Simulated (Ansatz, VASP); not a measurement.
**BN in VASP and in Ansatz**

Contents of INCAR:

```
PREC = Accurate
ENCUT = 520
EDIFF = 1E-6
ISMEAR = 0
SIGMA = 0.01
LREAL = False
LASPH = True
NELM = 100
ALGO = Normal
ISIF = 2
LWAVE = False
LCHARG = False
GGA = PS
NBANDS = 11
```

KPOINTS

```
Automatic mesh
0
Gamma
  12 12 12
```

POSCAR

```
BN
1.0
    0.0000000000      1.8075000000      1.8075000000
    1.8075000000      0.0000000000      1.8075000000
    1.8075000000      1.8075000000      0.0000000000
B N
1 1
Direct
    0.0000000000      0.0000000000      0.0000000000
    0.2500000000      0.2500000000      0.2500000000
```

Input for Ansatz:

```yaml
crystal:
  lattice:
    - [0.0, 1.8075, 1.8075]
    - [1.8075, 0.0, 1.8075]
    - [1.8075, 1.8075, 0.0]
  atoms:
    - { symbol: B, position: [0.0, 0.0, 0.0] }
    - { symbol: "N", position: [0.25, 0.25, 0.25] }
kpoints:
  mp_grid:
    grid: [12, 12, 12]
hamiltonian:
  xc: pbesol
scf:
  occupations:
    method: fixed
output:
  eigenvalues: true
```

Alike in both runs: task single point; functional PBEsol; k mesh 12 × 12 × 12; no spin polarisation.

```csv
,VASP,Ansatz
version,VASP 6.6.1,Ansatz 0.2.0
potentials or method,"VASP PAW PBE potentials, release 64 (B, N)","plane waves, PAW"
plane-wave cutoff (eV),520,420
occupations,"gaussian, width 0.01 eV",fixed
valence electrons in the cell,8,8
```

```tsv
	VASP	Ansatz	Ansatz less VASP
gap on the k mesh at the Fermi level (eV)	4.28	4.29	+0.013
```

VASP's potentials were made for PBE, not for PBEsol.
